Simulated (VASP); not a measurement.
# HfC (Fm-3m) in VASP: density of states with PBE

Aim: the density of states of HfC with PBE.

Program: VASP 6.6.1. These are calculated values, not measurements. Logs are shortened: lines on timing, memory, paths and dates and some standing lists are left out, and cuts for length are marked.

## 1. The cell of the first run

Symmetry: Fm-3m, No. 225, cubic system. The conventional cell has a = 4.495 Å, b = 4.495 Å, c = 4.495 Å, α = 90.00°, β = 90.00°, γ = 90.00°. Hf (site symmetry m-3m) has 6 C at 2.25 Å within 3.0 Å. Within 3.0 Å of C (site symmetry m-3m) lie 6 Hf at 2.25 Å.

## 2. Density of states, PBE

File POSCAR:

```
HfC
1.0
    0.0000000000      2.2477090000      2.2477090000
    2.2477090000      0.0000000000      2.2477090000
    2.2477090000      2.2477090000      0.0000000000
Hf C
1 1
Direct
    0.0000000000      0.0000000000      0.0000000000
    0.5000000000      0.5000000000      0.5000000000
```

File INCAR.step1:

```
PREC = Accurate
ENCUT = 520
EDIFF = 1E-6
ISMEAR = -1
SIGMA = 0.1
LREAL = False
LASPH = True
NELM = 100
ALGO = Normal
ISIF = 2
LWAVE = False
LCHARG = True
LMAXMIX = 4
GGA = PE
NBANDS = 14
```

File KPOINTS.step1:

```
regular mesh
0
Gamma
  13 13 13
```

File INCAR.step2:

```
PREC = Accurate
ENCUT = 520
EDIFF = 1E-6
ISMEAR = -5
SIGMA = 0.1
LREAL = False
LASPH = True
NELM = 100
ALGO = Normal
ISIF = 2
LWAVE = False
LCHARG = False
LMAXMIX = 4
GGA = PE
LORBIT = 11
NEDOS = 2001
ICHARG = 11
```

File KPOINTS.step2:

```
regular mesh
0
Gamma
  20 20 20
```

Potentials or basis: VASP PAW PBE potentials, release 64 (Hf_pv, C).

Started as:

```console
cat potpaw_PBE.64/Hf_pv/POTCAR potpaw_PBE.64/C/POTCAR > POTCAR
cp INCAR.step1 INCAR
cp KPOINTS.step1 KPOINTS
mpirun -np 1 vasp_std > vasp.out
cp INCAR.step2 INCAR
cp KPOINTS.step2 KPOINTS
mpirun -np 1 vasp_std > vasp.out
```

OUTCAR:

```text
PREC = Accurate
   ENCUT = 520
   EDIFF = 1E-6
   ISMEAR = -5
   LREAL = False
   LASPH = True
   NELM = 100
   ISIF = 2
   GGA = PE
   LORBIT = 11
   ICHARG = 11

 ion  position               nearest neighbor table
   1  0.000  0.000  0.000-   2 2.25   2 2.25   2 2.25   2 2.25   2 2.25   2 2.25
   2  0.500  0.500  0.500-   1 2.25   1 2.25   1 2.25   1 2.25   1 2.25   1 2.25

  LATTYP: Found a face centered cubic cell.
 ALAT       =     4.4954180000

  Lattice vectors:

 A1 = (   0.0000000000,   2.2477090000,   2.2477090000)
 A2 = (   2.2477090000,   0.0000000000,   2.2477090000)
 A3 = (   2.2477090000,   2.2477090000,   0.0000000000)

Analysis of symmetry for initial positions (statically):
=====================================================================
 Subroutine PRICEL returns:
 Original cell was already a primitive cell.

 Routine SETGRP: Setting up the symmetry group for a
 face centered cubic supercell.

 Subroutine GETGRP returns: Found 48 space group operations
 (whereof 48 operations were pure point group operations)
 out of a pool of 48 trial point group operations.

The static configuration has the point symmetry O_h .

Analysis of symmetry for dynamics (positions and initial velocities):
=====================================================================
 Subroutine PRICEL returns:
 Original cell was already a primitive cell.

 Routine SETGRP: Setting up the symmetry group for a
 face centered cubic supercell.

 Subroutine GETGRP returns: Found 48 space group operations
 (whereof 48 operations were pure point group operations)
 out of a pool of 48 trial point group operations.

The dynamic configuration has the point symmetry O_h .

 Subroutine INISYM returns: Found 48 space group operations
 (whereof 48 operations are pure point group operations),
 and found     1 'primitive' translations

----------------------------------------------------------------------------------------

                                     Primitive cell

  volume of cell :      22.7117

  direct lattice vectors                    reciprocal lattice vectors
     0.000000000  2.247709000  2.247709000    -0.222448724  0.222448724  0.222448724
     2.247709000  0.000000000  2.247709000     0.222448724 -0.222448724  0.222448724
     2.247709000  2.247709000  0.000000000     0.222448724  0.222448724 -0.222448724

  length of vectors
     3.178740552  3.178740552  3.178740552     0.385292493  0.385292493  0.385292493

  position of ions in fractional coordinates (direct lattice)
     0.000000000  0.000000000  0.000000000
     0.500000000  0.500000000  0.500000000

  ion indices of the primitive-cell ions
   primitive index   ion index
                 1           1
                 2           2

----------------------------------------------------------------------------------------

 KPOINTS: regular mesh

Automatic generation of k-mesh.
 Grid dimensions read from file:
 generate k-points for:   20   20   20

 Generating k-lattice:

  Cartesian coordinates                     Fractional coordinates (reciprocal lattice)
    -0.011122436  0.011122436  0.011122436     0.050000000  0.000000000  0.000000000
     0.011122436 -0.011122436  0.011122436     0.000000000  0.050000000  0.000000000
     0.011122436  0.011122436 -0.011122436     0.000000000  0.000000000  0.050000000

  Length of vectors
     0.019264625  0.019264625  0.019264625

  Shift w.r.t. Gamma in fractional coordinates (k-lattice)
     0.000000000  0.000000000  0.000000000

 TETIRR: Found   1093 inequivalent tetrahedra from    48000

 Subroutine IBZKPT returns following result:
 ===========================================

 Found    256 irreducible k-points:

 Following reciprocal coordinates:
            Coordinates               Weight
  0.000000  0.000000  0.000000      1.000000
  0.050000  0.000000  0.000000      8.000000
  0.100000  0.000000  0.000000      8.000000
  0.150000  0.000000  0.000000      8.000000
  0.200000  0.000000  0.000000      8.000000
  0.250000  0.000000  0.000000      8.000000
[... 16 lines left out ...]
 -0.400000  0.050000  0.000000     24.000000
 -0.350000  0.050000  0.000000     24.000000
 [... further k-points ...]
   k-points           NKPTS =    256   k-points in BZ     NKDIM =    256   number of bands    NBANDS=     11
   number of dos      NEDOS =   2001   number of ions     NIONS =      2
   total plane-waves  NPLWV =  13824
   dimension x,y,z NGX =    24 NGY =   24 NGZ =   24
   dimension x,y,z NGXF=    48 NGYF=   48 NGZF=   48
   ions per type =               1   1
   NGX,Y,Z   is equivalent  to a cutoff of  12.55, 12.55, 12.55 a.u.
   NGXF,Y,Z  is equivalent  to a cutoff of  25.10, 25.10, 25.10 a.u.
 SYSTEM =  unknown system
   PREC   = accura    normal or accurate (medium, high low for compatibility)
   ISTART =      0    job   : 0-new  1-cont  2-samecut
   ICHARG =     11    charge: 1-file 2-atom 10-const
   ISPIN  =      1    spin polarized calculation?
   LNONCOLLINEAR =      F non collinear calculations
   LSORBIT =      F    spin-orbit coupling
   LASPH  =      T    aspherical Exc in radial PAW
   ENCUT  =  520.0 eV  38.22 Ry    6.18 a.u.   5.91  5.91  5.91*2*pi/ulx,y,z
   NELM   =    100;   NELMIN=  2; NELMDL=  0     # of ELM steps
   EDIFF  = 0.1E-05   stopping-criterion for ELM
   LREAL  =      F    real-space projection
   EDIFFG = 0.1E-04   stopping-criterion for IOM
   NSW    =      0    number of steps for IOM
   IBRION =     -1    ionic relax: 0-MD 1-quasi-New 2-CG
   NFREE  =      0    steps in history (QN), initial steepest desc. (CG)
   ISIF   =      2    stress and relaxation
   ISYM   =      2    0-nonsym 1-usesym 2-fastsym
   POTIM  = 0.5000    time-step for ionic-motion
   TEBEG  =    0.0;   TEEND  =   0.0 temperature during run
   PSTRESS=    0.0 pullay stress
   NELECT =      14.0000    total number of electrons
   NUPDOWN=      -1.0000    fix difference up-down
   EMIN   =  10.00;   EMAX   =-10.00  energy-range for DOS
   EFERMI =   0.00;   METHOD = LEGACY
   ISMEAR =    -5;   SIGMA  =   0.10  broadening in eV -4-tet -1-fermi 0-gaus
   EFERMI_NEDOS =   21; number of points for ismear=-14 and -15
   IALGO  =     38    algorithm
   IMIX   =      4    mixing-type and parameters
     AMIX     =   0.40;   BMIX     =  1.00
     AMIX_MAG =   1.60;   BMIX_MAG =  1.00
  volume/ion in A,a.u.               =      11.36        76.63
  Fermi-wavevector in a.u.,A,eV,Ry     =   1.393266  2.632891 26.411502  1.941191
  Thomas-Fermi vector in A             =   2.516929
   LORBIT       =     11    0 simple, 1 ext, 2 COOP (PROOUT), +10 PAW based schemes
   GGA     = PE    functional components
   LHFCALC =     F    Hartree Fock is set to
   AEXX    =    0.0000 exact exchange contribution
   IVDW    =     0    specifies the selected vdW correction
   LEPSILON=     F    determine dielectric tensor
   LRPA    =     F    only Hartree local field effects (RPA)
 non-spin polarized calculation
 Fermi weights with tetrahedron method with Bloechl corrections
  energy-cutoff  :      520.00
  volume of cell :       22.71
 maximum number of plane-waves:       624

 number of electron      13.9999999 magnetization

 Free energy of the ion-electron system (eV)
  ---------------------------------------------------
  ext. energy  EPLUGINS =         0.00000000
  ---------------------------------------------------
  free energy    TOTEN  =       -20.84629200 eV

  energy without entropy =      -20.84629200  energy(sigma->0) =      -20.84629200

 E-fermi :   6.7798     XC(G=0): -12.7952

 val. band max:        6.8838298982   @ k =   0.1000   0.1000   0.0000
 cond. band min:       6.5584176820   @ k =   0.2000   0.2000   0.0000
 fundamental gap:     -0.3254122162
 Fermi energy:         6.7798165017

 k-point     1 :       0.0000    0.0000    0.0000
  band No.  band energies     occupation
      1     -22.3145      2.00000
      2     -22.3145      2.00000
      3     -22.3145      2.00000
      4      -6.0623      2.00000
      5       7.8139      0.00000
      6       7.8139      0.00000
      7       7.8139      0.00000
      8       8.1702      0.00000
      9       8.1702      0.00000
     10       8.1702      0.00000
     11      10.4692      0.00000

 k-point     2 :       0.0500    0.0000    0.0000
  band No.  band energies     occupation
      1     -22.3411      2.00000
      2     -22.3168      2.00000
      3     -22.3168      2.00000
      4      -5.9876      2.00000
      5       7.2035      0.06591
      6       7.4036     -0.05991
      7       7.4036     -0.02242
      8       8.3589      0.00000
      9       8.3589      0.00000
     10       8.6209      0.00000
     11      10.8391      0.00000

 k-point     3 :       0.1000    0.0000    0.0000
  band No.  band energies     occupation
      1     -22.4173      2.00000
      2     -22.3236      2.00000
      3     -22.3236      2.00000
      4      -5.7682      2.00000
      5       6.3373      2.03108
      6       6.7163      1.44571
      7       6.7163      1.31118
      8       8.6301      0.00000
      9       8.6301      0.00000
     10       9.0519      0.00000
     11      11.6959      0.00000
[... 267 lines left out ...]
 k-point    23 :      -0.4000    0.0500    0.0000
  band No.  band energies     occupation
      1     -23.2319      2.00000
      2     -22.4278      2.00000
      3     -22.3991      2.00000
      4      -2.3218      2.00000
      5       0.8652      2.00000
      6       3.5316      2.00000
      7       3.6586      2.00000
      8      11.6588      0.00000
      9      11.9512      0.00000
     10      12.7323      0.00000
     11      15.3785      0.00000

 k-point    24 :      -0.3500    0.0500    0.0000
  band No.  band energies     occupation
      1     -23.1435      2.00000
      2     -22.4221      2.00000
      3     -22.3859      2.00000
      4      -2.9266      2.00000
      5       1.5615      2.00000
      6       3.7298      2.00000
      7       3.9251      2.00000
      8      10.9946      0.00000
      9      11.2864      0.00000
     10      12.2305      0.00000
     11      16.2026      0.00000

 [... further k-points ...]
[... 5 lines left out ...]
  --------------------------------------------------------------------------------------
  -------------------------------------------------------------------------------------
  Total        4.1294224      4.1294224      4.1294224      0.0000000      0.0000000      0.0000000
  in kB      291.3061399    291.3061399    291.3061399      0.0000000      0.0000000      0.0000000
  external PRESSURE =     291.3061399 kB  Pullay stress =       0.0000000 kB

 VOLUME and BASIS-vectors are now :
 -----------------------------------------------------------------------------
  energy-cutoff  :      520.00
  volume of cell :       22.71
      direct lattice vectors                 reciprocal lattice vectors
     0.000000000  2.247709000  2.247709000    -0.222448724  0.222448724  0.222448724
     2.247709000  0.000000000  2.247709000     0.222448724 -0.222448724  0.222448724
     2.247709000  2.247709000  0.000000000     0.222448724  0.222448724 -0.222448724

 POSITION                                       TOTAL-FORCE (eV/Angst)
 -----------------------------------------------------------------------------------
      0.00000      0.00000      0.00000        -0.000000     -0.000000     -0.000000
      2.24771      2.24771      2.24771         0.000000      0.000000      0.000000
 -----------------------------------------------------------------------------------
    total drift:                                0.000000     -0.000000     -0.000000

  FREE ENERGIE OF THE ION-ELECTRON SYSTEM (eV)
  ---------------------------------------------------
  free  energy   TOTEN  =       -20.8462919992 eV

  energy  without entropy=      -20.8462919992  energy(sigma->0) =      -20.84629200

 total charge

# of ion       s       p       d       tot
------------------------------------------
    1        0.341   6.747   1.848   8.936
    2        0.890   1.576   0.000   2.465
--------------------------------------------------
tot          1.230   8.323   1.848  11.401
```

Wall time 18 s (1 thread of Intel Xeon 6975P-C (Granite Rapids), shared host); peak memory 0.19 GiB.

What came out:

| Property | Result |
| --- | --- |
| Valence electrons inside the program's atomic spheres | Hf 8.94; C 2.46 |

Caveat: spin-orbit coupling is left out, which moves the levels of the heavy elements; tetrahedron occupations give inexact forces and stress in metals.
